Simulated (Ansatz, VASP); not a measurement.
# One calculation of BaTe, two programs

```
Ba Te
1.0
     0.00000    3.36391    3.36391
     3.36391    0.00000    3.36391
     3.36391    3.36391    0.00000
Ba Te
1 1
Cartesian
  0.0000 0.0000 0.0000
  3.3639 3.3639 3.3639
```

Change from the starting cell: volume scaled by 0.96.

Alike in both runs: task single point; functional PBEsol; k mesh 10 × 10 × 10; occupations fermi-dirac, width 0.05 eV; no spin polarisation.

|  | VASP | Ansatz |
| --- | --- | --- |
| version | VASP 6.6.1 | Ansatz 0.2.0 |
| potentials or method | VASP PAW PBE potentials, release 64 (Ba_sv, Te), cutoff 520 eV | all-electron LAPW, scalar-relativistic |

VASP gave:

| Quantity | Value |
| --- | --- |
| pressure (GPa) | 4.2 |

Q: Which values does Ansatz return?

A: Pressure (GPa): 3.7.

VASP's potentials were made for PBE, not for PBEsol. Ansatz ran all-electron here, and VASP with PAW potentials.

Neither program's run includes spin-orbit coupling.
